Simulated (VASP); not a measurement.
Ni: relaxation of cell and atoms with r2SCAN

Ni:

```
Ni
1.0
    -1.39845    1.39845    1.39845
     1.39845   -1.39845    1.39845
     1.39845    1.39845   -1.39845
Ni
1
Cartesian
  0.0000 0.0000 0.0000
```

```json
{"Program": "VASP 6.6.1", "Task": "relaxation of cell and atoms", "Functional": "r2SCAN", "Potentials or basis": "VASP PAW PBE potentials, release 64 (Ni)", "Cutoff": "600 eV", "k mesh": "16 × 16 × 16", "Occupations": "fermi-dirac, width 0.1 eV", "Spin": "no spin polarisation", "Dipole correction": "no", "Further INCAR settings": "ALGO = Normal; EDIFF = 1e-07; IBRION = 2; EDIFFG = -0.01; NSW = 80; ISIF = 3"}
```

* Relaxed volume: 10.49 Å³/atom
* Relaxed cell: a = 2.388 Å, b = 2.388 Å, c = 2.388 Å, α = 109.47°, β = 109.47°, γ = 109.47°
* Space group after relaxing (to 0.05 Å): Im-3m (No. 229)
* Energy gained by relaxing: 12.7 meV/atom
* Ionic steps: 3
* Pressure after relaxing: 0.0 GPa
* Band gap on the k mesh: zero (band 5 reaches 9.92 eV, above the bottom of band 6 at 8.73 eV)

Step by step:
| step | energy change (eV) | largest force (eV/Å) | pressure (GPa) | volume (Å³) |
| --- | --- | --- | --- | --- |
| 1 | 0.0000 | 0.0000 | -8.50 | 10.94 |
| 2 | 0.0010 | 0.0000 | 10.49 | 10.05 |
| 3 | -0.0127 | 0.0000 | -0.04 | 10.49 |

Final structure:
```
CELL_PARAMETERS angstrom
-1.37883 1.37883 1.37883
1.37883 -1.37883 1.37883
1.37883 1.37883 -1.37883
ATOMIC_POSITIONS crystal
Ni 0.00000 0.00000 0.00000
```

Levels at points of the mesh, in eV from the Fermi level:
```csv
k point,band 3,band 4,band 5,band 6,band 7,band 8
"(0.00, 0.00, 0.00)",-2.02,-2.02,-0.69,-0.69,28.00,28.00
"(0.50, 0.00, 0.00)",-0.71,-0.52,0.28,0.44,7.31,20.36
"(0.50, 0.50, 0.50)",0.19,0.19,0.19,10.63,10.63,10.63
```

Wall time 4 min on 1 thread of AMD EPYC 7R43 64-Core Processor (Zen 3) (shared host), peak memory 0.11 GiB.

Caveat: the PAW data sets were made with another functional, which shifts forces and pressure a little; the run has no spin polarisation, though such a crystal can be magnetic. Spin polarisation is off, so any magnetic state and its effect on volume and gap are missing.
